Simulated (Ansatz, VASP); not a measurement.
# Two plane-wave programs on P

The input INCAR:

```
PREC = Accurate
ENCUT = 520
EDIFF = 1E-6
ISMEAR = 0
SIGMA = 0.15
LREAL = F
LASPH = T
NELM = 60
ALGO = Normal
ISIF = 2
LWAVE = F
LCHARG = T
GGA = PS
LELF = T
LVHAR = T
NBANDS = 12
```

The input KPOINTS:

```
regular mesh
0
Gamma
  18 18 18
```

POSCAR

```
P
1.0
   -1.6661373925      2.4774375617      1.9147124599
    1.6661373925     -2.4774375617      1.9147124599
    1.6661373925      2.4774375617     -1.9147124599
P
2
Direct
    0.8033091100      0.0533091100      0.7500000000
    0.1966908900      0.9466908900      0.2500000000
```

Input for Ansatz:

```yaml
crystal:
  lattice:
    - [-1.6661373925, 2.4774375617, 1.9147124599]
    - [1.6661373925, -2.4774375617, 1.9147124599]
    - [1.6661373925, 2.4774375617, -1.9147124599]
  atoms:
    - { symbol: P, position: [0.80330911, 0.05330911, 0.75] }
    - { symbol: P, position: [0.19669089, 0.94669089, 0.25] }
basis:
  ecutwfc: 420
kpoints:
  mp_grid: { grid: [18, 18, 18] }
hamiltonian:
  xc: pbesol
scf:
  occupations: { method: gaussian, width: 0.15 }
output:
  forces: true
  stress: true
  eigenvalues: true
```

Change from the starting cell: strain -0.015 along x and y, +0.030 along z, atoms carried along.

Alike in both runs: task single point; functional PBEsol; k mesh 18 × 18 × 18; occupations gaussian, width 0.15 eV; no spin polarisation.

|  | VASP | Ansatz |
| --- | --- | --- |
| version | VASP 6.6.1 | Ansatz 0.2.0 |
| potentials or method | VASP PAW PBE potentials, release 64 (P), cutoff 520 eV | scalar-relativistic, plane waves, PAW |
| valence electrons in the cell | 10 | 10 |

|  | VASP | Ansatz | Ansatz less VASP |
| --- | --- | --- | --- |
| gap on the k mesh at the Fermi level (eV) | none | none | - |
| pressure (GPa) | -0.3 | -0.3 | -0.04 |
| traceless stress, the component that is largest in VASP (GPa) | -3.71 | -3.62 | +0.083 |
| rms of the force components (eV/Å) | 0.093 | 0.115 | +0.0223 |

VASP's potentials were made for PBE, not for PBEsol. Atom by atom the forces differ by 0.022 eV/Å (rms over components). A gap of «none» marks a metal or a gap that the smearing closes.
